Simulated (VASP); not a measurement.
Input of a VASP 6.6.1 run:

File INCAR:

```
SYSTEM = TaN
  PREC = Accurate
  ENCUT = 700
  EDIFF = 1E-6
  ISMEAR = 0
  SIGMA = 0.15
  LREAL = .FALSE.
  LASPH = .TRUE.
  NELM = 120
  ALGO = Normal
  ISIF = 2
  LWAVE = .FALSE.
  LCHARG = .FALSE.
  GGA = PS
  NBANDS = 16
  GGA_COMPAT = .FALSE.
```

KPOINTS

```
regular mesh
0
G
  18 18 16
  0 0 0
```

Contents of POSCAR:

```
TaN
1.0
    2.8875000000      0.0000000000      0.0000000000
   -1.4437500000      2.5006483534      0.0000000000
    0.0000000000      0.0000000000      2.8349000000
Ta N
1 1
Direct
    0.3333333333      0.6666666667      0.5000000000
    0.0000000000      0.0000000000      0.0000000000
```

Potentials or basis: VASP PAW PBE potentials, release 64 (Ta_sv_GW, N).

The run is started by

```console
$ cat potpaw_PBE.64/Ta_sv_GW/POTCAR potpaw_PBE.64/N/POTCAR > POTCAR
$ mpirun -np 1 vasp_std > vasp.out
```

Problem. What does it give for the band gap on the k mesh?

Solution. Zero (bands 9 and 10 overlap by 0.45 eV).

Problem. What does it give for the pressure?

Solution. 15.0 GPa.

Stress tensor (GPa, compression positive):
```
14.34  0.00  0.00
 0.00 14.34  0.00
 0.00  0.00 16.24
```

Caveat: the cell stands under pressure; the PAW data sets were made with another functional, which shifts forces and pressure a little; spin-orbit coupling is left out, which moves the levels of the heavy elements.
